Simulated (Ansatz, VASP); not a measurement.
Sb: VASP beside Ansatz

POSCAR

```
Sb
1.0
    4.5872818327      0.0000000000      0.0000000000
    0.0000000000      4.4792790402      0.0000000000
   -1.3378962428      0.0000000000      6.4480990254
Sb
4
Direct
    0.3399300000      0.2500000000      0.6836700000
    0.9366380000      0.7500000000      0.7627580000
    0.0633620000      0.2500000000      0.2372420000
    0.6600700000      0.7500000000      0.3163300000
```

Contents of INCAR.step1:

```
  ALGO = Normal
  EDIFF = 1E-4
  ENCUT = 520
  GGA = PE
  ISMEAR = -1
  LASPH = T
  LCHARG = F
  LREAL = F
  LWAVE = T
  NBANDS = 18
  NELM = 60
  PREC = Accurate
  SIGMA = 0.05
```

File INCAR.step2:

```
  ALGO = Normal
  EDIFF = 1E-6
  ENCUT = 520
  ISIF = 2
  ISMEAR = -1
  ISTART = 1
  LASPH = T
  LCHARG = T
  LELF = T
  LMIXTAU = T
  LREAL = F
  LVHAR = T
  LWAVE = F
  METAGGA = R2SCAN
  NBANDS = 18
  NELM = 60
  PREC = Accurate
  SIGMA = 0.05
```

The input KPOINTS:

```
k-points
0
Gamma
  6 6 4
```

The input input.yaml:

```yaml
crystal:
  lattice:
    - [4.5872818327, 0.0, 0.0]
    - [0.0, 4.4792790402, 0.0]
    - [-1.3378962428, 0.0, 6.4480990254]
  atoms:
    - { symbol: Sb, position: [0.33993, 0.25, 0.68367] }
    - { symbol: Sb, position: [0.936638, 0.75, 0.762758] }
    - { symbol: Sb, position: [0.063362, 0.25, 0.237242] }
    - { symbol: Sb, position: [0.66007, 0.75, 0.31633] }
hamiltonian:
  xc: r2scan
  pseudopotentials: { kind: paw }
kpoints:
  mp_grid: { grid: [6, 6, 4] }
scf:
  occupations: { method: fermi_dirac, width: 0.05 }
output:
  forces: true
  stress: true
  eigenvalues: true
  write_density: true
  write_potential: true
  elf: true
  volumetric_format: npy
```

Alike in both runs: task single point; functional r2SCAN; k mesh 6 × 6 × 4; occupations fermi-dirac, width 0.05 eV; no spin polarisation.

```csv
,VASP,Ansatz
version,VASP 6.6.1,Ansatz 0.2.0
potentials or method,"VASP PAW PBE potentials, release 64 (Sb)",Ansatz PAW
plane-wave cutoff (eV),520,500
valence electrons in the cell,20,60
```

|  | VASP | Ansatz | Ansatz less VASP |
| --- | --- | --- | --- |
| gap on the k mesh at the Fermi level (eV) | none | none | - |
| pressure (GPa) | -2.4 | -2.5 | -0.05 |
| traceless stress, the component that is largest in VASP (GPa) | -0.73 | -0.72 | +0.016 |
| rms of the force components (eV/Å) | 0.279 | 0.298 | +0.0195 |

VASP's potentials were made for PBE, not for r2SCAN. Atom by atom the forces differ by 0.020 eV/Å (rms over components). A gap of «none» marks a metal or a gap that the smearing closes. VASP's potentials hold 20 valence electrons a cell and Ansatz's 60, so a difference there can come from the potentials and not from the codes.

Spin-orbit coupling is off throughout.
